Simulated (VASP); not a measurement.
BeSn2S3: relaxation of cell and atoms with PBE

Crystal: BeSn2S3.

```
CELL_PARAMETERS angstrom
-3.20162 3.28671 3.38103
3.20162 -3.28671 3.38103
3.20162 3.28671 -3.38103
ATOMIC_POSITIONS crystal
Be 0.00000 0.50000 0.50000
Sn 0.75145 0.25145 0.50000
Sn 0.24855 0.74855 0.50000
S 0.50000 0.81813 0.31813
S 0.50000 0.18187 0.68187
S 0.50000 0.50000 0.00000
```

The cell was generated, and may not be a known phase.

```
Program                : VASP 6.6.1
Task                   : relaxation of cell and atoms
Functional             : PBE
Potentials or basis    : VASP PAW PBE potentials, release 64 (Be, Sn_d, S)
Cutoff                 : 600 eV
k mesh                 : 3 × 3 × 3
Occupations            : gaussian, width 0.15 eV
Spin                   : no spin polarisation
Dipole correction      : no
Further INCAR settings : ALGO = Normal; EDIFF = 1e-07; IBRION = 2; EDIFFG = -0.08; NSW = 36; ISIF = 3
```

* Relaxed volume: 32.25 Å³/atom
* Relaxed cell: a = 7.357 Å, b = 7.357 Å, c = 7.357 Å, α = 82.92°, β = 148.95°, γ = 105.45°
* Space group after relaxing (to 0.1 Å): Immm (No. 71)
* Pressure after relaxing: 0.0 GPa
* Largest force after relaxing: 0.072 eV/Å
* Band gap on the k mesh: 0.19 eV (least direct gap 1.05 eV)

Forces on the atoms (eV/Å):
```
Be   0.000  0.000  0.000
Sn   0.000  0.000  0.049
Sn   0.000  0.000 -0.049
S   -0.072  0.000  0.000
S    0.072  0.000  0.000
S    0.000  0.000  0.000
```

Stress tensor (GPa, compression positive):
```
-0.33  0.00  0.00
 0.00  0.16  0.00
 0.00  0.00  0.18
```

Final structure:
```
CELL_PARAMETERS angstrom
-5.51352 1.96905 4.45578
5.51352 -1.96905 4.45578
5.51352 1.96905 -4.45578
ATOMIC_POSITIONS crystal
Be 0.00000 0.50000 0.50000
Sn 0.68814 0.18814 0.50000
Sn 0.31186 0.81186 0.50000
S 0.50000 0.83507 0.33507
S 0.50000 0.16493 0.66493
S 0.50000 0.50000 0.00000
```

Levels at points of the mesh, in eV from the valence-band top:
```csv
k point,band 20,band 21,band 22,band 23,band 24,band 25,band 26,band 27,band 28
"(0.00, 0.00, 0.00)",-3.19,-1.66,-1.56,-0.89,0.00,1.75,2.80,2.89,3.16
```

Wall time 23 min on 1 thread of Intel(R) Xeon(R) Platinum 8259CL CPU @ 2.50GHz (Skylake/Cascade Lake), with other jobs on the host, peak memory 0.36 GiB.

Caveat: the k points lie up to 0.56 Å⁻¹ apart in the final cell; the volume moved by over 15 % at a fixed basis, so the end points are rough; semilocal functionals underestimate gaps, and a narrow one can read as zero; spin-orbit coupling is left out, which moves the levels of the heavy elements; the relaxation stopped at a loose force limit of 0.08 eV/Å, so its end isn't a converged minimum. A k mesh can miss the band edges.
